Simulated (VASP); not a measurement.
# Si2Sn5 (P-62m) in VASP: further runs

The runs below take Si2Sn5 through single point, relaxation of cell and atoms, with PBE.

Program: VASP 6.6.1. These are calculated values, not measurements. Logs are shortened: lines on timing, memory, paths and dates and some standing lists are left out, and cuts for length are marked.

## 1. The cell of the first run

Symmetry: P-62m, No. 189, hexagonal system. Conventional cell: a = 8.543 Å, b = 8.543 Å, c = 4.349 Å, α = 90.00°, β = 90.00°, γ = 120.00°. Within 2.9 Å of Si (site symmetry -62m) lie 2 Si at 2.17 Å. Si (site symmetry -62m) has 2 Si at 2.17 Å and 3 Sn at 2.69 Å within 2.9 Å. Within 3.5 Å of Sn (site symmetry m2m) lie 3 Si at 2.69 to 3.46 Å and 2 Sn at 2.93 Å. Sn (site symmetry -6) has 3 Sn at 2.93 Å within 3.9 Å.

The cell was generated, and may not be a known phase.

## 2. Single point, PBE

INCAR reads:

```
SYSTEM = Si2Sn5
ALGO = Normal
EDIFF = 1E-6
ENCUT = 520
GGA = PE
ISIF = 2
ISMEAR = 0
LASPH = .TRUE.
LCHARG = .FALSE.
LREAL = .FALSE.
LWAVE = .FALSE.
NBANDS = 48
NELM = 60
PREC = Accurate
SIGMA = 0.2
```

KPOINTS reads:

```
k-points
0
G
  3 3 3
  0 0 0
```

POSCAR reads:

```
Si2Sn5
1.0
    8.5431798617     -0.0000000038      0.0000000000
   -4.2715899276      7.3986107912      0.0000000000
    0.0000000000      0.0000000000      4.3489100925
Si Sn
2 5
Direct
    0.0000000000      0.0000000000      0.5000000000
    0.0000000000      0.0000000000      0.0000000000
    0.6853483945      0.0000000000      0.0000000000
    0.0000000000      0.6853483945      0.0000000000
    0.3146516055      0.3146516055      0.0000000000
    0.3333333333      0.6666666667      0.0000000000
    0.6666666667      0.3333333333      0.0000000000
```

Potentials or basis: VASP PAW PBE potentials, release 64 (Si, Sn_d).

Command:

```console
$ cat potpaw_PBE.64/Si/POTCAR potpaw_PBE.64/Sn_d/POTCAR > POTCAR
$ mpirun -np 1 vasp_std > vasp.out
```

OUTCAR:

```text
SYSTEM = Si2Sn5
   EDIFF = 1E-6
   ENCUT = 520
   GGA = PE
   ISIF = 2
   ISMEAR = 0
   LASPH = .TRUE.
   LREAL = .FALSE.
   NELM = 60
   PREC = Accurate

 ion  position               nearest neighbor table
   1  0.000  0.000  0.500-   2 2.17   2 2.17
   2  0.000  0.000  0.000-   1 2.17   1 2.17   5 2.69   4 2.69   3 2.69
   3  0.685  0.000  0.000-   2 2.69   7 2.93   6 2.93
   4  0.000  0.685  0.000-   2 2.69   6 2.93   7 2.93
   5  0.315  0.315  0.000-   2 2.69   6 2.93   7 2.93
   6  0.333  0.667  0.000-   4 2.93   3 2.93   5 2.93
   7  0.667  0.333  0.000-   3 2.93   4 2.93   5 2.93

  LATTYP: Found a hexagonal cell.
 ALAT       =     8.5431798617
 C/A-ratio  =     0.5090505131

  Lattice vectors:

 A1 = (   8.5431798617,  -0.0000000038,   0.0000000000)
 A2 = (  -4.2715899276,   7.3986107912,   0.0000000000)
 A3 = (   0.0000000000,   0.0000000000,   4.3489100925)

Analysis of symmetry for initial positions (statically):
=====================================================================
 Subroutine PRICEL returns:
 Original cell was already a primitive cell.

 Routine SETGRP: Setting up the symmetry group for a
 hexagonal supercell.

 Subroutine GETGRP returns: Found 12 space group operations
 (whereof 12 operations were pure point group operations)
 out of a pool of 24 trial point group operations.

The static configuration has the point symmetry D_3h.

Analysis of symmetry for dynamics (positions and initial velocities):
=====================================================================
 Subroutine PRICEL returns:
 Original cell was already a primitive cell.

 Routine SETGRP: Setting up the symmetry group for a
 hexagonal supercell.

 Subroutine GETGRP returns: Found 12 space group operations
 (whereof 12 operations were pure point group operations)
 out of a pool of 24 trial point group operations.

The dynamic configuration has the point symmetry D_3h.

 Subroutine INISYM returns: Found 12 space group operations
 (whereof 12 operations are pure point group operations),
 and found     1 'primitive' translations

----------------------------------------------------------------------------------------

                                     Primitive cell

  volume of cell :     274.8844

  direct lattice vectors                    reciprocal lattice vectors
     8.543179862 -0.000000004  0.000000000     0.117052434  0.067580254  0.000000000
    -4.271589928  7.398610791  0.000000000     0.000000000  0.135160509  0.000000000
     0.000000000  0.000000000  4.348910092     0.000000000  0.000000000  0.229942670

  length of vectors
     8.543179862  8.543179862  4.348910092     0.135160509  0.135160509  0.229942670

  position of ions in fractional coordinates (direct lattice)
     0.000000000  0.000000000  0.500000000
     0.000000000  0.000000000  0.000000000
     0.685348394  1.000000000  0.000000000
     0.000000000  0.685348394  0.000000000
     0.314651606  0.314651606  0.000000000
     0.333333333  0.666666667  0.000000000
     0.666666667  0.333333333  0.000000000

  ion indices of the primitive-cell ions
   primitive index   ion index
                 1           1
                 2           2
                 3           3
                 4           4
                 5           5
                 6           6
                 7           7

----------------------------------------------------------------------------------------

 KPOINTS: k-points

Automatic generation of k-mesh.
 Grid dimensions read from file:
 generate k-points for:    3    3    3

 Generating k-lattice:

  Cartesian coordinates                     Fractional coordinates (reciprocal lattice)
     0.039017478  0.022526751  0.000000000     0.333333333  0.000000000  0.000000000
     0.000000000  0.045053503  0.000000000    -0.000000000  0.333333333  0.000000000
     0.000000000  0.000000000  0.076647557     0.000000000  0.000000000  0.333333333

  Length of vectors
     0.045053503  0.045053503  0.076647557

  Shift w.r.t. Gamma in fractional coordinates (k-lattice)
     0.000000000  0.000000000  0.000000000

 Subroutine IBZKPT returns following result:
 ===========================================

 Found      6 irreducible k-points:

 Following reciprocal coordinates:
            Coordinates               Weight
  0.000000  0.000000  0.000000      1.000000
  0.333333 -0.000000  0.000000      6.000000
  0.333333  0.333333  0.000000      2.000000
  0.000000  0.000000  0.333333      2.000000
  0.333333 -0.000000  0.333333     12.000000
  0.333333  0.333333  0.333333      4.000000
   k-points           NKPTS =      6   k-points in BZ     NKDIM =      6   number of bands    NBANDS=     48
   number of dos      NEDOS =    301   number of ions     NIONS =      7
   total plane-waves  NPLWV = 131072
   dimension x,y,z NGX =    64 NGY =   64 NGZ =   32
   dimension x,y,z NGXF=   128 NGYF=  128 NGZF=   64
   ions per type =               2   5
   NGX,Y,Z   is equivalent  to a cutoff of  12.45, 12.45, 12.23 a.u.
   NGXF,Y,Z  is equivalent  to a cutoff of  24.91, 24.91, 24.47 a.u.
 SYSTEM =  Si2Sn5
   PREC   = accura    normal or accurate (medium, high low for compatibility)
   ISTART =      0    job   : 0-new  1-cont  2-samecut
   ICHARG =      2    charge: 1-file 2-atom 10-const
   ISPIN  =      1    spin polarized calculation?
   LNONCOLLINEAR =      F non collinear calculations
   LSORBIT =      F    spin-orbit coupling
   LASPH  =      T    aspherical Exc in radial PAW
   ENCUT  =  520.0 eV  38.22 Ry    6.18 a.u.  15.88 15.88  8.09*2*pi/ulx,y,z
   NELM   =     60;   NELMIN=  2; NELMDL= -5     # of ELM steps
   EDIFF  = 0.1E-05   stopping-criterion for ELM
   LREAL  =      F    real-space projection
   EDIFFG = 0.1E-04   stopping-criterion for IOM
   NSW    =      0    number of steps for IOM
   IBRION =     -1    ionic relax: 0-MD 1-quasi-New 2-CG
   NFREE  =      0    steps in history (QN), initial steepest desc. (CG)
   ISIF   =      2    stress and relaxation
   ISYM   =      2    0-nonsym 1-usesym 2-fastsym
   POTIM  = 0.5000    time-step for ionic-motion
   TEBEG  =    0.0;   TEEND  =   0.0 temperature during run
   PSTRESS=    0.0 pullay stress
   NELECT =      78.0000    total number of electrons
   NUPDOWN=      -1.0000    fix difference up-down
   EMIN   =  10.00;   EMAX   =-10.00  energy-range for DOS
   EFERMI =   0.00;   METHOD = LEGACY
   ISMEAR =     0;   SIGMA  =   0.20  broadening in eV -4-tet -1-fermi 0-gaus
   EFERMI_NEDOS =   21; number of points for ismear=-14 and -15
   IALGO  =     38    algorithm
   IMIX   =      4    mixing-type and parameters
     AMIX     =   0.40;   BMIX     =  1.00
     AMIX_MAG =   1.60;   BMIX_MAG =  1.00
  volume/ion in A,a.u.               =      39.27       265.00
  Fermi-wavevector in a.u.,A,eV,Ry     =   1.075779  2.032927 15.746023  1.157300
  Thomas-Fermi vector in A             =   2.211645
   LORBIT       =      0    0 simple, 1 ext, 2 COOP (PROOUT), +10 PAW based schemes
   GGA     = PE    functional components
   LHFCALC =     F    Hartree Fock is set to
   AEXX    =    0.0000 exact exchange contribution
   IVDW    =     0    specifies the selected vdW correction
   LEPSILON=     F    determine dielectric tensor
   LRPA    =     F    only Hartree local field effects (RPA)
 non-spin polarized calculation
 Gauss-broadening in eV      SIGMA  =   0.20
  energy-cutoff  :      520.00
  volume of cell :      274.88
 maximum number of plane-waves:      7440
 NGX is ok and might be reduce to    64
   NGX = 31   NGY = 31   NGZ = 17

 number of electron      78.0000011 magnetization

 Free energy of the ion-electron system (eV)
  ---------------------------------------------------
  ext. energy  EPLUGINS =         0.00000000
  ---------------------------------------------------
  free energy    TOTEN  =       -25.34115120 eV

  energy without entropy =      -25.21049117  energy(sigma->0) =      -25.27582118

 E-fermi :   3.3665     XC(G=0):  -7.8859

 val. band max:        3.3056949741   @ k =   0.3333   0.3333   0.0000
 cond. band min:       3.4104935015   @ k =   0.3333   0.3333   0.3333
 fundamental gap:      0.1047985275
 Fermi energy:         3.3665462801

 k-point     1 :       0.0000    0.0000    0.0000
  band No.  band energies     occupation
      1     -18.2724      2.00000
      2     -18.2724      2.00000
      3     -18.2667      2.00000
      4     -18.2524      2.00000
      5     -18.2524      2.00000
      6     -18.2203      2.00000
[... 40 lines left out ...]
     47       6.2519      0.00000
     48       6.5149      0.00000

 k-point     2 :       0.3333   -0.0000    0.0000
  band No.  band energies     occupation
      1     -18.2704      2.00000
      2     -18.2688      2.00000
      3     -18.2662      2.00000
      4     -18.2501      2.00000
      5     -18.2459      2.00000
      6     -18.2280      2.00000
[... 40 lines left out ...]
     47       6.3395      0.00000
     48       6.7890      0.00000

 k-point     3 :       0.3333    0.3333    0.0000
  band No.  band energies     occupation
      1     -18.2705      2.00000
      2     -18.2666      2.00000
      3     -18.2666      2.00000
      4     -18.2423      2.00000
      5     -18.2390      2.00000
      6     -18.2390      2.00000
[... 40 lines left out ...]
     47       6.8296      0.00000
     48       6.9509      0.00000

 k-point     4 :       0.0000    0.0000    0.3333
  band No.  band energies     occupation
      1     -18.2698      2.00000
      2     -18.2698      2.00000
      3     -18.2600      2.00000
      4     -18.2488      2.00000
      5     -18.2488      2.00000
      6     -18.2193      2.00000
[... 40 lines left out ...]
     47       6.5516      0.00000
     48       6.5529      0.00000

 k-point     5 :       0.3333   -0.0000    0.3333
  band No.  band energies     occupation
      1     -18.2662      2.00000
      2     -18.2642      2.00000
      3     -18.2603      2.00000
      4     -18.2484      2.00000
      5     -18.2437      2.00000
      6     -18.2271      2.00000
[... 40 lines left out ...]
     47       5.9511      0.00000
     48       6.4641      0.00000

 k-point     6 :       0.3333    0.3333    0.3333
  band No.  band energies     occupation
      1     -18.2653      2.00000
      2     -18.2611      2.00000
      3     -18.2611      2.00000
      4     -18.2421      2.00000
      5     -18.2377      2.00000
      6     -18.2377      2.00000
[... 40 lines left out ...]
     47       7.2843      0.00000
     48       7.2844      0.00000

------------------------ aborting loop because EDIFF is reached ----------------------------------------

  FORCE on cell =-STRESS in cart. coord.  units (eV):
  Direction    XX          YY          ZZ          XY          YZ          ZX
  --------------------------------------------------------------------------------------
  -------------------------------------------------------------------------------------
  Total        0.1772979      0.1772979     -0.4560038     -0.0000000     -0.0000000      0.0000000
  in kB        1.0333894      1.0333894     -2.6578404     -0.0000000     -0.0000000      0.0000000
  external PRESSURE =      -0.1970206 kB  Pullay stress =       0.0000000 kB

 VOLUME and BASIS-vectors are now :
 -----------------------------------------------------------------------------
  energy-cutoff  :      520.00
  volume of cell :      274.88
      direct lattice vectors                 reciprocal lattice vectors
     8.543179862 -0.000000004  0.000000000     0.117052434  0.067580254  0.000000000
    -4.271589928  7.398610791  0.000000000     0.000000000  0.135160509  0.000000000
     0.000000000  0.000000000  4.348910092     0.000000000  0.000000000  0.229942670

 POSITION                                       TOTAL-FORCE (eV/Angst)
 -----------------------------------------------------------------------------------
      0.00000      0.00000      2.17446         0.000000     -0.000000     -0.000000
      0.00000      0.00000      0.00000         0.000000     -0.000000     -0.000000
      5.85505     -0.00000      0.00000         0.006354     -0.000000     -0.000000
     -2.92753      5.07063      0.00000        -0.003177      0.005503      0.000000
      1.34406      2.32798      0.00000        -0.003177     -0.005503      0.000000
      0.00000      4.93241      0.00000         0.000000     -0.000000     -0.000000
      4.27159      2.46620      0.00000         0.000000     -0.000000     -0.000000
 -----------------------------------------------------------------------------------
    total drift:                               -0.000005     -0.000009      0.000002

  FREE ENERGIE OF THE ION-ELECTRON SYSTEM (eV)
  ---------------------------------------------------
  free  energy   TOTEN  =       -25.3411511973 eV

  energy  without entropy=      -25.2104911713  energy(sigma->0) =      -25.27582118
```

It took 58 s on 1 thread of Intel Xeon Platinum 8488C (Sapphire Rapids), shared host; peak memory 0.35 GiB.

Results:

```
Free energy            : -25.3412 eV
Pressure               : 0.0 GPa
Largest force          : 0.006 eV/Å
Band gap on the k mesh : zero (bands 39 and 40 overlap by 1.41 eV)
```

Forces in eV/Å, atoms in the order of the input:
```
Si   0.000  0.000  0.000
Si   0.000  0.000  0.000
Sn   0.006  0.000  0.000
Sn  -0.003  0.006  0.000
Sn  -0.003 -0.006  0.000
Sn   0.000  0.000  0.000
Sn   0.000  0.000  0.000
```

Stress tensor (GPa, compression positive):
```
 0.10  0.00  0.00
 0.00  0.10  0.00
 0.00  0.00 -0.27
```

Levels at points of the mesh, in eV from the Fermi level:
```
           k point  band 36  band 37  band 38  band 39  band 40  band 41  band 42  band 43
(0.00, 0.00, 0.00)    -1.61    -1.61     0.64     1.22     1.22     1.52     1.52     2.10
```

Caveat: the k points lie up to 0.48 Å⁻¹ apart, too coarse for converged energies and pressures of a metal; spin-orbit coupling is left out, which moves the levels of the heavy elements.

[end of part 1 of 2]

The gap in the log of VASP goes by the Fermi energy; the results here count the filled bands.